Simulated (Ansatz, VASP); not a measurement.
One calculation of HfO2, two programs

Contents of INCAR:

```
ALGO = Normal
EDIFF = 1E-7
EDIFFG = -0.005
ENCUT = 600
GGA = PS
IBRION = 2
ISIF = 3
ISMEAR = 0
LASPH = T
LCHARG = F
LREAL = F
LWAVE = F
NELM = 80
NSW = 80
PREC = Accurate
SIGMA = 0.01
```

KPOINTS

```
k-points
0
Gamma
  8 8 8
```

POSCAR

```
HfO2
1.0
    0.0000000000      2.5575000000      2.5575000000
    2.5575000000      0.0000000000      2.5575000000
    2.5575000000      2.5575000000      0.0000000000
Hf O
1 2
Direct
    0.0000000000      0.0000000000      0.0000000000
    0.2500000000      0.2500000000      0.2500000000
    0.7500000000      0.7500000000      0.7500000000
```

Input for Ansatz:

```yaml
crystal:
  lattice:
    - [0.0, 2.5575, 2.5575]
    - [2.5575, 0.0, 2.5575]
    - [2.5575, 2.5575, 0.0]
  atoms:
    - { symbol: Hf, position: [0.0, 0.0, 0.0] }
    - { symbol: O, position: [0.25, 0.25, 0.25] }
    - { symbol: O, position: [0.75, 0.75, 0.75] }
basis:
  ecutwfc: 571.4391111657479
kpoints:
  mp_grid:
    grid: [8, 8, 8]
hamiltonian:
  xc: pbesol
  dispersion: none
scf:
  occupations:
    method: fixed
relax:
  f_tol: 0.005
  cell: {}
```

Alike in both runs: task relaxation of cell and atoms; functional PBEsol; k mesh 8 × 8 × 8; no spin polarisation.

|  | VASP | Ansatz |
| --- | --- | --- |
| version | VASP 6.6.1 | Ansatz 0.2.0 |
| potentials or method | VASP PAW PBE potentials, release 64 (Hf_pv, O), cutoff 600 eV | plane waves, PAW |
| occupations | gaussian, width 0.01 eV | fixed |
| valence electrons in the cell | 22 | 38 |

VASP gave:

- relaxed volume (Å³/atom): 10.53
- relaxed cell length with the largest relative difference (Å): 3.549

Estimate Ansatz's values.

relaxed volume (Å³/atom): 10.69; relaxed cell length with the largest relative difference (Å): 3.566.

VASP's potentials were made for PBE, not for PBEsol. VASP's potentials hold 22 valence electrons a cell and Ansatz's 38, so a difference there can come from the potentials and not from the codes.

Neither program's run includes spin-orbit coupling.
